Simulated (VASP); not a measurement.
# SiO2 (Cmcm) in VASP: further runs, part 2 of 2

VASP 6.6.1. Earlier steps stand in the parts before.

## Step 3: Single point, PBEsol (strain -0.0750 x Voigt [1, 0, 0, 0, 0, 0])

Input file INCAR:

```
SYSTEM = SiO2
  ALGO = Normal
  EDIFF = 1E-6
  ENCUT = 520
  GGA = PS
  ISIF = 2
  ISMEAR = 0
  LASPH = .TRUE.
  LCHARG = .FALSE.
  LREAL = Auto
  LWAVE = .FALSE.
  NBANDS = 63
  NELM = 100
  PREC = Accurate
  SIGMA = 0.05
```

Input file KPOINTS:

```
k-points
0
G
  4 4 4
  0 0 0
```

Input file POSCAR:

```
SiO2
1.0
    3.4829927314     -8.1284566593      0.0000000000
    3.4829927314      8.1284566593      0.0000000000
    0.0000000000      0.0000000000      5.2514179063
Si O
6 12
Direct
    0.0102808395      0.4026121463      0.2500000000
    0.4026121463      0.0102808395      0.7500000000
    0.5973878537      0.9897191605      0.2500000000
    0.9897191605      0.5973878537      0.7500000000
    0.4430221731      0.5569778269      0.2500000000
    0.5569778269      0.4430221731      0.7500000000
    0.0000000000      0.5000000000      0.5000000000
    0.5000000000      0.0000000000      0.5000000000
    0.5000000000      0.0000000000      0.0000000000
    0.0000000000      0.5000000000      0.0000000000
    0.2099831976      0.4362740928      0.2500000000
    0.4362740928      0.2099831976      0.7500000000
    0.5637259072      0.7900168024      0.2500000000
    0.7900168024      0.5637259072      0.7500000000
    0.8307346196      0.1692653804      0.2500000000
    0.1692653804      0.8307346196      0.7500000000
    0.5000000000      0.5000000000      0.0000000000
    0.5000000000      0.5000000000      0.5000000000
```

Potentials or basis: VASP PAW PBE potentials, release 64 (Si, O).

Launch:

```console
$ cat potpaw_PBE.64/Si/POTCAR potpaw_PBE.64/O/POTCAR > POTCAR
$ mpirun -np 1 vasp_std > vasp.out
```

OUTCAR:

```text
SYSTEM = SiO2
   EDIFF = 1E-6
   ENCUT = 520
   GGA = PS
   ISIF = 2
   ISMEAR = 0
   LASPH = .TRUE.
   LREAL = Auto
   NELM = 100
   PREC = Accurate

 ion  position               nearest neighbor table
   1  0.010  0.403  0.250-  15 1.50  11 1.58   7 1.61  10 1.61   3 2.88   5 3.05
   2  0.403  0.010  0.750-  16 1.50  12 1.58   8 1.61   9 1.61   4 2.88   6 3.05
   3  0.597  0.990  0.250-  15 1.50  13 1.58   8 1.61   9 1.61   1 2.88   5 3.05
   4  0.990  0.597  0.750-  16 1.50  14 1.58   7 1.61  10 1.61   2 2.88   6 3.05
   5  0.443  0.557  0.250-  11 1.53  13 1.53  17 1.61  18 1.61   1 3.05   3 3.05
   6  0.557  0.443  0.750-  12 1.53  14 1.53  17 1.61  18 1.61   2 3.05   4 3.05
[... 1567 lines left out ...]
  in kB      305.9341700     99.3334647     18.0255159      0.0000000     -0.0000000      0.0000000
  external PRESSURE =     141.0977168 kB  Pullay stress =       0.0000000 kB

 VOLUME and BASIS-vectors are now :
 -----------------------------------------------------------------------------
  energy-cutoff  :      520.00
  volume of cell :      297.35
      direct lattice vectors                 reciprocal lattice vectors
     3.482992731 -8.128456659  0.000000000     0.143554707 -0.061512292  0.000000000
     3.482992731  8.128456659  0.000000000     0.143554707  0.061512292  0.000000000
     0.000000000  0.000000000  5.251417906     0.000000000  0.000000000  0.190424761

 POSITION                                       TOTAL-FORCE (eV/Angst)
 -----------------------------------------------------------------------------------
      1.43810      3.18905      1.31285         3.829639      1.867192     -0.000000
      1.43810     -3.18905      3.93856         3.829639     -1.867192     -0.000000
      5.52788      3.18905      1.31285        -3.829639      1.867192     -0.000000
      5.52788     -3.18905      3.93856        -3.829639     -1.867192      0.000000
      3.48299      0.92628      1.31285        -0.000000     -3.691801      0.000000
      3.48299     -0.92628      3.93856        -0.000000      3.691801     -0.000000
[... 10 lines left out ...]
      3.48299      0.00000      0.00000        -0.000000      0.000000     -0.000000
      3.48299      0.00000      2.62571        -0.000000      0.000000     -0.000000
 -----------------------------------------------------------------------------------
    total drift:                               -0.000000     -0.000000      0.000000

  FREE ENERGIE OF THE ION-ELECTRON SYSTEM (eV)
  ---------------------------------------------------
  free  energy   TOTEN  =      -145.7217085875 eV

  energy  without entropy=     -145.7217085875  energy(sigma->0) =     -145.72170859
```

OSZICAR:

```text
N       E                     dE             d eps       ncg     rms          rms(c)
DAV:   1     0.708771311603E+03    0.70877E+03   -0.48589E+04  2662   0.137E+03
DAV:   2    -0.984714920328E+02   -0.80724E+03   -0.77867E+03  3358   0.329E+02
DAV:   3    -0.165167300292E+03   -0.66696E+02   -0.66367E+02  3140   0.103E+02
DAV:   4    -0.166285015669E+03   -0.11177E+01   -0.11150E+01  3212   0.144E+01
DAV:   5    -0.166309958264E+03   -0.24943E-01   -0.24923E-01  3188   0.204E+00    0.397E+01
DAV:   6    -0.146259134699E+03    0.20051E+02   -0.75727E+01  3065   0.336E+01    0.195E+01
DAV:   7    -0.145831577169E+03    0.42756E+00   -0.25849E+00  3220   0.587E+00    0.671E+00
DAV:   8    -0.145706262941E+03    0.12531E+00   -0.17199E-01  3188   0.197E+00    0.250E+00
DAV:   9    -0.145703787376E+03    0.24756E-02   -0.78007E-02  2996   0.125E+00    0.542E-01
DAV:  10    -0.145713878943E+03   -0.10092E-01   -0.39340E-03  2940   0.313E-01    0.214E-01
DAV:  11    -0.145720748940E+03   -0.68700E-02   -0.29857E-03  2898   0.228E-01    0.709E-02
DAV:  12    -0.145721611755E+03   -0.86282E-03   -0.50507E-04  3188   0.148E-01    0.495E-02
DAV:  13    -0.145721739150E+03   -0.12740E-03   -0.22005E-04  2919   0.686E-02    0.411E-02
DAV:  14    -0.145721710044E+03    0.29106E-04   -0.69904E-05  2940   0.469E-02    0.859E-03
DAV:  15    -0.145721708305E+03    0.17386E-05   -0.10199E-05  3342   0.219E-02    0.627E-03
DAV:  16    -0.145721708588E+03   -0.28231E-06   -0.30561E-06  2276   0.861E-03
   1 F= -.14572171E+03 E0= -.14572171E+03  d E =-.878999E-17
```

stdout:

```text
POSCAR found type information on POSCAR SiO
 POSCAR found :  2 types and      18 ions
 scaLAPACK will be used
 -----------------------------------------------------------------------------
|                                                                             |
|                                                                             |
|     You enforced a specific xc type in the INCAR file but a different       |
|     I HOPE YOU KNOW WHAT YOU ARE DOING!                                     |
|                                                                             |
 -----------------------------------------------------------------------------

 LDA part: xc-table for (Slater+PW92), standard interpolation
 POSCAR, INCAR and KPOINTS ok, starting setup
 FFT: planning ... GRIDC
 FFT: planning ... GRID_SOFT
 FFT: planning ... GRID
 WAVECAR not read
 entering main loop
```

Wall time 8.4 min (1 thread of Intel Xeon 6975P-C (Granite Rapids), shared host); peak memory 0.56 GiB.

What came out:

```
Free energy            : -145.7217 eV
Pressure               : 14.1 GPa
Largest force          : 4.261 eV/Å
Band gap on the k mesh : 5.51 eV
```

Forces in eV/Å, atoms in the order of the input:
```
Si   3.830  1.867  0.000
Si   3.830 -1.867  0.000
Si  -3.830  1.867  0.000
Si  -3.830 -1.867  0.000
Si   0.000 -3.692  0.000
Si   0.000  3.692  0.000
O    0.000  0.000  0.000
O    0.000  0.000  0.000
O    0.000  0.000  0.000
O    0.000  0.000  0.000
O   -2.041  0.910  0.000
O   -2.041 -0.910  0.000
O    2.041  0.910  0.000
O    2.041 -0.910  0.000
O    0.000 -2.365  0.000
O    0.000  2.365  0.000
O    0.000  0.000  0.000
O    0.000  0.000  0.000
```

Caveat: the cell differs from its parent crystal (strain -0.0750 x Voigt [1, 0, 0, 0, 0, 0]); the cell stands under pressure; the PAW data sets were made with another functional, which shifts forces and pressure a little. A k mesh can miss the band edges.
